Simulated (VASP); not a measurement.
Here is a VASP 6.6.1 calculation.

INCAR

```
PREC     = Accurate       # precision mode
ENCUT    = 500            # plane-wave cutoff, eV
EDIFF    = 1E-6           # SCF threshold, eV
ISMEAR   = -1             # smearing method
SIGMA    = 0.02           # smearing width, eV
LREAL    = False          # projectors in reciprocal space
LASPH    = True           # aspherical terms in the spheres
NELM     = 200            # most SCF steps
ALGO     = Normal         # electronic algorithm
ISIF     = 2              # what is computed and relaxed
LWAVE    = False          # write WAVECAR
LCHARG   = False          # write CHGCAR
MAGMOM   = 0 0 0 0 0 0 0 0 0 # initial moments
LORBIT   = 11             # projections on sites
LSORBIT  = True           # spin-orbit coupling
GGA_COMPAT= False        
LORBMOM  = True         
LMAXMIX  = 4              # l up to which the mixer works
GGA      = PE             # functional
NBANDS   = 35             # bands
```

The input KPOINTS:

```
Automatic mesh
0
Gamma
  12 12 4
```

File POSCAR:

```
HfS2
1.0
    3.6302450468      0.0000000000      0.0000000000
   -1.8151225234      3.1438844325      0.0000000000
    0.0000000000      0.0000000000      5.8787062933
Hf S
1 2
Direct
    0.0000000000      0.0000000000      0.0000000000
    0.6666666667      0.3333333333      0.7553800778
    0.3333333333      0.6666666667      0.2446199222
```

Potentials or basis: VASP PAW PBE potentials, release 64 (Hf_pv, S).

Launch:

```bash
$ cat potpaw_PBE.64/Hf_pv/POTCAR potpaw_PBE.64/S/POTCAR > POTCAR
$ mpirun -np 1 vasp_ncl > vasp.out
```

(1) What does it give for the largest force?

(2) Estimate the pressure.

(3) Estimate the net moment.

## Answers

(1) 0.059 eV/Å.

(2) 1.5 GPa.

(3) 0.00 μB per cell.

Caveat: this functional lacks dispersion, which binds layers or chains, so the pressure and a relaxed spacing across them are unreliable.
